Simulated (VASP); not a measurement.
# C in VASP: single point with PBE+D3(BJ)

Aim: the single point of C with PBE+D3(BJ).

Everything below comes from runs of VASP 6.6.1. Logs are shortened: lines on timing, memory, paths and dates and some standing lists are left out, and cuts for length are marked.

## (1) The cell of the first run

The cell holds a slab with vacuum, 4 atoms: a = 2.466 Å, b = 2.466 Å, c = 17.500 Å, α = 90.00°, β = 90.00°, γ = 120.00°.

## (2) Single point, PBE+D3(BJ) (layers slid over each other)

The input, INCAR:

```
SYSTEM = C
  PREC = Accurate
  ENCUT = 520
  EDIFF = 1E-7
  ISMEAR = 0
  SIGMA = 0.1
  LREAL = .False.
  LASPH = .True.
  NELM = 80
  ALGO = Normal
  ISIF = 2
  LWAVE = .False.
  LCHARG = .False.
  LDIPOL = .True.
  IDIPOL = 3
  DIPOL = 0.5 0.5 0.343
  GGA = PE
  IVDW = 12
  NBANDS = 16
```

The input, KPOINTS:

```
Automatic mesh
0
Gamma
  15 15 1
  0 0 0
```

The input, POSCAR:

```
C
1.0
    2.4656524409      0.0000000000      0.0000000000
   -1.2328262205      2.1353176508      0.0000000000
    0.0000000000      0.0000000000     17.5000663883
C
4
Direct
    0.6666666667      0.3333333333      0.2571437784
    0.3333333333      0.6666666667      0.2571418816
    0.6666666667      0.5000000000      0.4291450227
    1.0000000000      0.1666666667      0.4291431259
```

Potentials or basis: VASP PAW PBE potentials, release 64 (C).

On the command line:

```
$ cat potpaw_PBE.64/C/POTCAR > POTCAR
$ mpirun -np 1 vasp_std > vasp.out
```

OUTCAR:

```text
SYSTEM = C
   PREC = Accurate
   ENCUT = 520
   EDIFF = 1E-7
   ISMEAR = 0
   LREAL = .False.
   LASPH = .True.
   NELM = 80
   ISIF = 2
   GGA = PE
   IVDW = 12
 IVDW          = 12

 ion  position               nearest neighbor table
   1  0.667  0.333  0.257-   2 1.42   2 1.42   2 1.42
   2  0.333  0.667  0.257-   1 1.42   1 1.42   1 1.42
   3  0.667  0.500  0.429-   4 1.42   4 1.42   4 1.42
   4  0.000  0.167  0.429-   3 1.42   3 1.42   3 1.42

  LATTYP: Found a hexagonal cell.
 ALAT       =     2.4656524409
 C/A-ratio  =     7.0975398227

  Lattice vectors:

 A1 = (   2.4656524409,   0.0000000000,   0.0000000000)
 A2 = (  -1.2328262205,   2.1353176508,   0.0000000000)
 A3 = (   0.0000000000,   0.0000000000,  17.5000663883)

Analysis of symmetry for initial positions (statically):
=====================================================================
 Subroutine PRICEL returns:
 Original cell was already a primitive cell.

 Routine SETGRP: Setting up the symmetry group for a
 hexagonal supercell.

 Subroutine GETGRP returns: Found  2 space group operations
 (whereof  1 operations were pure point group operations)
 out of a pool of 24 trial point group operations.

The static configuration has the point symmetry C_1 .
 The point group associated with its full space group is S_2 .

Analysis of symmetry for dynamics (positions and initial velocities):
=====================================================================
 Subroutine PRICEL returns:
 Original cell was already a primitive cell.

 Routine SETGRP: Setting up the symmetry group for a
 hexagonal supercell.

 Subroutine GETGRP returns: Found  2 space group operations
 (whereof  1 operations were pure point group operations)
 out of a pool of 24 trial point group operations.

The dynamic configuration has the point symmetry C_1 .
 The point group associated with its full space group is S_2 .

 Subroutine INISYM returns: Found  2 space group operations
 (whereof  1 operations are pure point group operations),
 and found     1 'primitive' translations

----------------------------------------------------------------------------------------

                                     Primitive cell

  volume of cell :      92.1370

  direct lattice vectors                    reciprocal lattice vectors
     2.465652441  0.000000000  0.000000000     0.405572166  0.234157199  0.000000000
    -1.232826221  2.135317651  0.000000000     0.000000000  0.468314398  0.000000000
     0.000000000  0.000000000 17.500066388     0.000000000  0.000000000  0.057142640

  length of vectors
     2.465652441  2.465652441 17.500066388     0.468314398  0.468314398  0.057142640

  position of ions in fractional coordinates (direct lattice)
     0.666666667  0.333333333  0.257143778
     0.333333333  0.666666667  0.257141882
     0.666666667  0.500000000  0.429145023
     0.000000000  0.166666667  0.429143126

  ion indices of the primitive-cell ions
   primitive index   ion index
                 1           1
                 2           2
                 3           3
                 4           4

----------------------------------------------------------------------------------------

 KPOINTS: Automatic mesh

Automatic generation of k-mesh.
 Grid dimensions read from file:
 generate k-points for:   15   15    1

 Generating k-lattice:

  Cartesian coordinates                     Fractional coordinates (reciprocal lattice)
     0.027038144  0.015610480  0.000000000     0.066666667  0.000000000  0.000000000
     0.000000000  0.031220960  0.000000000     0.000000000  0.066666667  0.000000000
     0.000000000  0.000000000  0.057142640     0.000000000  0.000000000  1.000000000

  Length of vectors
     0.031220960  0.031220960  0.057142640

  Shift w.r.t. Gamma in fractional coordinates (k-lattice)
     0.000000000  0.000000000  0.000000000

 Subroutine IBZKPT returns following result:
 ===========================================

 Found    113 irreducible k-points:

 Following reciprocal coordinates:
            Coordinates               Weight
  0.000000  0.000000  0.000000      1.000000
  0.066667  0.000000  0.000000      2.000000
  0.000000  0.066667  0.000000      2.000000
 -0.066667  0.066667  0.000000      2.000000
  0.133333 -0.000000  0.000000      2.000000
  0.000000  0.133333  0.000000      2.000000
[... 16 lines left out ...]
  0.066667  0.066667  0.000000      2.000000
 -0.066667  0.133333  0.000000      2.000000
 [... further k-points ...]
   k-points           NKPTS =    113   k-points in BZ     NKDIM =    113   number of bands    NBANDS=     16
   number of dos      NEDOS =    301   number of ions     NIONS =      4
   total plane-waves  NPLWV =  45360
   dimension x,y,z NGX =    18 NGY =   18 NGZ =  140
   dimension x,y,z NGXF=    36 NGYF=   36 NGZF=  280
   ions per type =               4
   NGX,Y,Z   is equivalent  to a cutoff of  12.14, 12.14, 13.30 a.u.
   NGXF,Y,Z  is equivalent  to a cutoff of  24.27, 24.27, 26.60 a.u.
 SYSTEM =  C
   PREC   = accura    normal or accurate (medium, high low for compatibility)
   ISTART =      0    job   : 0-new  1-cont  2-samecut
   ICHARG =      2    charge: 1-file 2-atom 10-const
   ISPIN  =      1    spin polarized calculation?
   LNONCOLLINEAR =      F non collinear calculations
   LSORBIT =      F    spin-orbit coupling
   LASPH  =      T    aspherical Exc in radial PAW
   ENCUT  =  520.0 eV  38.22 Ry    6.18 a.u.   4.58  4.58 32.54*2*pi/ulx,y,z
   NELM   =     80;   NELMIN=  2; NELMDL= -5     # of ELM steps
   EDIFF  = 0.1E-06   stopping-criterion for ELM
   LREAL  =      F    real-space projection
   EDIFFG = 0.1E-05   stopping-criterion for IOM
   NSW    =      0    number of steps for IOM
   IBRION =     -1    ionic relax: 0-MD 1-quasi-New 2-CG
   NFREE  =      0    steps in history (QN), initial steepest desc. (CG)
   ISIF   =      2    stress and relaxation
   ISYM   =      2    0-nonsym 1-usesym 2-fastsym
   POTIM  = 0.5000    time-step for ionic-motion
   TEBEG  =    0.0;   TEEND  =   0.0 temperature during run
   PSTRESS=    0.0 pullay stress
   NELECT =      16.0000    total number of electrons
   NUPDOWN=      -1.0000    fix difference up-down
   EMIN   =  10.00;   EMAX   =-10.00  energy-range for DOS
   EFERMI =   0.00;   METHOD = LEGACY
   ISMEAR =     0;   SIGMA  =   0.10  broadening in eV -4-tet -1-fermi 0-gaus
   EFERMI_NEDOS =   21; number of points for ismear=-14 and -15
   IALGO  =     38    algorithm
   IMIX   =      4    mixing-type and parameters
     AMIX     =   0.40;   BMIX     =  1.00
     AMIX_MAG =   1.60;   BMIX_MAG =  1.00
  volume/ion in A,a.u.               =      23.03       155.44
  Fermi-wavevector in a.u.,A,eV,Ry     =   0.913349  1.725980 11.350070  0.834207
  Thomas-Fermi vector in A             =   2.037850
   LORBIT       =      0    0 simple, 1 ext, 2 COOP (PROOUT), +10 PAW based schemes
   GGA     = PE    functional components
   LHFCALC =     F    Hartree Fock is set to
   AEXX    =    0.0000 exact exchange contribution
   IVDW    =    12    specifies the selected vdW correction
   LEPSILON=     F    determine dielectric tensor
   LRPA    =     F    only Hartree local field effects (RPA)
 non-spin polarized calculation
 Gauss-broadening in eV      SIGMA  =   0.10
  energy-cutoff  :      520.00
  volume of cell :       92.14
 maximum number of plane-waves:      2516
   NGX =  9   NGY =  9   NGZ = 65

 dipolmoment           0.000000      0.000000      0.000004 electrons x Angstroem

 number of electron      15.9999997 magnetization

 dipolmoment           0.000000      0.000000     -0.000258 electrons x Angstroem

 Free energy of the ion-electron system (eV)
  ---------------------------------------------------
  ext. energy  EPLUGINS =         0.00000000
  ---------------------------------------------------
  free energy    TOTEN  =       -36.79154487 eV

  energy without entropy =      -36.79152594  energy(sigma->0) =      -36.79153540

 E-fermi :  -0.8922     XC(G=0):  -4.3593

 val. band max:       -1.0914254845   @ k =   0.3333   0.3333   0.0000
 cond. band min:      -0.6929404719   @ k =   0.3333   0.3333   0.0000
 fundamental gap:      0.3984850126
 Fermi energy:        -0.8921829713

 k-point     1 :       0.0000    0.0000    0.0000
  band No.  band energies     occupation
      1     -20.5515      2.00000
      2     -20.2177      2.00000
      3      -9.2437      2.00000
      4      -7.6308      2.00000
      5      -3.9095      2.00000
      6      -3.8931      2.00000
[... 8 lines left out ...]
     15       7.4505      0.00000
     16       7.4649      0.00000

 k-point     2 :       0.0667    0.0000    0.0000
  band No.  band energies     occupation
      1     -20.4454      2.00000
      2     -20.1134      2.00000
      3      -9.1160      2.00000
      4      -7.5089      2.00000
      5      -4.3339      2.00000
      6      -4.2951      2.00000
[... 8 lines left out ...]
     15       7.5419      0.00000
     16       7.8939      0.00000

 k-point     3 :       0.0000    0.0667    0.0000
  band No.  band energies     occupation
      1     -20.4454      2.00000
      2     -20.1134      2.00000
      3      -9.1162      2.00000
      4      -7.5087      2.00000
      5      -4.3292      2.00000
      6      -4.2996      2.00000
[... 8 lines left out ...]
     15       7.5231      0.00000
     16       7.8637      0.00000
[... 362 lines left out ...]
 k-point    23 :       0.0667    0.0667    0.0000
  band No.  band energies     occupation
      1     -20.2336      2.00000
      2     -19.9054      2.00000
      3      -8.8621      2.00000
      4      -7.2658      2.00000
      5      -5.0426      2.00000
      6      -5.0382      2.00000
[... 8 lines left out ...]
     15       7.7114      0.00000
     16       8.5169      0.00000

 k-point    24 :      -0.0667    0.1333    0.0000
  band No.  band energies     occupation
      1     -20.2336      2.00000
      2     -19.9054      2.00000
      3      -8.8618      2.00000
      4      -7.2661      2.00000
      5      -5.0578      2.00000
      6      -5.0225      2.00000
[... 8 lines left out ...]
     15       7.7273      0.00000
     16       8.5516      0.00000

 [... further k-points ...]

------------------------ aborting loop because EDIFF is reached ----------------------------------------

 vacuum level on the upper side and lower side of the slab       (xc-potential included)        -0.070        -0.061

 Edisp (eV)   -0.51516

 E8    (eV) :    -0.1559

  FORCE on cell =-STRESS in cart. coord.  units (eV):
  Direction    XX          YY          ZZ          XY          YZ          ZX
  --------------------------------------------------------------------------------------
  -------------------------------------------------------------------------------------
  Total       0.10728    -0.00187     0.82268    -0.02071    -0.06135     0.09254
  in kB       1.86547    -0.03255    14.30565    -0.36010    -1.06686     1.60924
  external pressure =        5.38 kB  Pullay stress =        0.00 kB

 VOLUME and BASIS-vectors are now :
 -----------------------------------------------------------------------------
  energy-cutoff  :      520.00
  volume of cell :       92.14
      direct lattice vectors                 reciprocal lattice vectors
     2.465652441  0.000000000  0.000000000     0.405572166  0.234157199  0.000000000
    -1.232826221  2.135317651  0.000000000     0.000000000  0.468314398  0.000000000
     0.000000000  0.000000000 17.500066388     0.000000000  0.000000000  0.057142640

 POSITION                                       TOTAL-FORCE (eV/Angst)
 -----------------------------------------------------------------------------------
      1.23283      0.71177      4.50003        -0.013727      0.010721     -0.123971
     -0.00000      1.42355      4.50000        -0.017029      0.009664     -0.157596
      1.02736      1.06766      7.51007         0.013727     -0.010721      0.123971
     -0.20547      0.35589      7.51003         0.017029     -0.009664      0.157596
 -----------------------------------------------------------------------------------
    total drift:                               -0.000001      0.000013     -0.059223

  FREE ENERGIE OF THE ION-ELECTRON SYSTEM (eV)
  ---------------------------------------------------
  free  energy   TOTEN  =       -37.3067074703 eV

  energy  without entropy=      -37.3066885356  energy(sigma->0) =      -37.30669800

 vacuum level on the upper side and lower side of the slab         3.401         3.410
```

It took 4.7 min on 1 thread of Intel Xeon Platinum 8488C (Sapphire Rapids), shared host; peak memory 0.27 GiB.

Results:

| Property | Result |
| --- | --- |
| Free energy | -37.3067 eV |
| Largest force | 0.159 eV/Å |
| Dispersion energy per atom | -0.129 eV |

Forces on the atoms (eV/Å):
```
C   -0.014  0.011 -0.124
C   -0.017  0.010 -0.158
C    0.014 -0.011  0.124
C    0.017 -0.010  0.158
```

Caveat: the cell differs from its parent crystal (layers slid over each other).
